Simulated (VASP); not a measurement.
Runs of VASP 6.6.1 on C. The structure is that of space group R-3m (No. 166), or close to it. The cells are those of the table. 

```csv
cell,pressure (GPa),largest force (eV/Å)
"a = 3.706 Å, angles 39.5°, 2 atoms",-13.2,0.89
"a = 3.659 Å, angles 39.5°, 2 atoms",-3.6,0.88
"a = 3.586 Å, angles 39.5°, 2 atoms",14.4,0.84
"a = 3.635 Å, angles 39.5°, 2 atoms",1.9,0.87
"a = 3.561 Å, angles 39.5°, 2 atoms",(b),0.83
"a = 3.683 Å, angles 39.5°, 2 atoms",(a),0.89
"a = 3.611 Å, angles 39.5°, 2 atoms",7.9,0.86
```

Alike in all rows: task single point; level PBEsol; potentials or basis VASP PAW PBE potentials, release 64 (C); no spin polarisation; k mesh 14 × 14 × 14; cutoff (eV) 520; smearing fermi-dirac 0.15 eV.

Task: Estimate the missing entries.

Result: (a) -8.6; (b) 21.6.

Caveats: this functional lacks dispersion, which binds the layers, so the pressure and a relaxed spacing across them are unreliable; the PAW data sets were made with another functional, which shifts forces and pressure a little; the cell stands under tension (at least some runs); the cell stands under pressure (at least some runs).
